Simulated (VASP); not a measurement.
Input of a VASP 6.6.1 run:

POSCAR

```
Na2S
1.0
    0.0000000000      3.2554324508      3.2554324508
    3.2554324508      0.0000000000      3.2554324508
    3.2554324508      3.2554324508      0.0000000000
S Na
1 2
Direct
    0.0000000000      0.0000000000      0.0000000000
    0.2500000000      0.2500000000      0.2500000000
    0.7500000000      0.7500000000      0.7500000000
```

File INCAR.step1:

```
SYSTEM = Na2S
ALGO = Normal
EDIFF = 1E-5
ENCUT = 440
GGA = PE
GGA_COMPAT = .False.
ISIF = 2
ISMEAR = 0
LASPH = .True.
LREAL = .False.
LWAVE = .True.
NBANDS = 17
NELM = 120
PREC = Accurate
SIGMA = 0.01
```

The input INCAR.step2:

```
SYSTEM = Na2S
AEXX = 0.5
ALGO = Normal
EDIFF = 1E-6
ENCUT = 440
GGA_COMPAT = .False.
ISIF = 2
ISMEAR = 0
ISTART = 1
LASPH = .True.
LCHARG = .True.
LELF = .True.
LHFCALC = .True.
LMIXTAU = .True.
LREAL = .False.
LVHAR = .True.
LWAVE = .False.
METAGGA = R2SCAN
NBANDS = 17
NELM = 120
PREC = Accurate
PRECFOCK = Normal
SIGMA = 0.01
```

Contents of KPOINTS:

```
k-points
0
Gamma
  4 4 4
  0 0 0
```

Potentials or basis: VASP PAW PBE potentials, release 64 (S, Na_pv).

Launch:

```sh
$ cat potpaw_PBE.64/S/POTCAR potpaw_PBE.64/Na_pv/POTCAR > POTCAR
$ cp INCAR.step1 INCAR
$ mpirun -np 1 vasp_std > vasp.out
$ cp INCAR.step2 INCAR
$ mpirun -np 1 vasp_std > vasp.out
```

Problem. Estimate the pressure.

Solution. -0.7 GPa.

Problem. Predict the band gap on the k mesh.

Solution. 6.02 eV.

Caveat: the structure was generated, so it needn't be the stable form of Na2S; the PAW data sets were made with another functional, which shifts forces and pressure a little.
